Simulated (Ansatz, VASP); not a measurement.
## Zn in VASP and in Ansatz

```
Zn
1.0
     2.52561    0.00000    0.00000
    -1.26281    2.18724    0.00000
     0.00000    0.00000    3.05826
Zn
1
Direct
  0.00000 0.00000 0.00000
```

Alike in both runs: functional r2SCAN; k mesh 24 × 24 × 18; occupations gaussian, width 0.1 eV; no spin polarisation.

Ansatz relaxed the structure, and its values are those at the end. VASP's run is a single point on that final structure, the one shown.

|  | VASP | Ansatz |
| --- | --- | --- |
| version | VASP 6.6.1 | Ansatz 0.2.0 |
| potentials or method | VASP PAW PBE potentials, release 64 (Zn), cutoff 550 eV | scalar-relativistic, plane waves, PAW |
| valence electrons in the cell | 12 | 12 |

Ansatz gave:

| Quantity | Value |
| --- | --- |
| gap on the k mesh at the Fermi level (eV) | none |
| pressure (GPa) | 0.0 |

What did VASP give for the same quantities?

gap on the k mesh at the Fermi level (eV): none; pressure (GPa): 0.5.

VASP's potentials were made for PBE, not for r2SCAN. A gap of «none» marks a metal or a gap that the smearing closes. With one functional, cell and mesh, what is left measures potentials, basis and numerics.
